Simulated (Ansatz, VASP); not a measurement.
# Sb in VASP and in Ansatz

```
Sb
1.0
    -1.50500    1.50500    2.43040
     1.50500   -1.50500    2.43040
     1.50500    1.50500   -2.43040
Sb
1
Direct
  0.00000 0.00000 0.00000
```

Change from the starting cell: zz strain of -2 %, crystal datasets.

Alike in both runs: task electric field gradients; functional PBE; k mesh 19 × 19 × 19; occupations fermi-dirac, width 0.05 eV; no spin polarisation.

```csv
,VASP,Ansatz
version,VASP 6.6.1,Ansatz 0.2.0
potentials or method,"VASP PAW PBE potentials, release 64 (Sb), cutoff 520 eV","all-electron PAW with datasets made for the crystal, scalar-relativistic"
```

```tsv
	VASP	Ansatz	Ansatz less VASP
pressure (GPa)	21.9	21.9	+0.02
traceless stress, the component that is largest in VASP (GPa)	-0.66	-0.57	+0.085
size of Vzz on the site where it differs most (V/Å²)	30.8	31.5	+0.69
```

Ansatz ran all-electron here, and VASP with PAW potentials.

Spin-orbit coupling is off throughout.
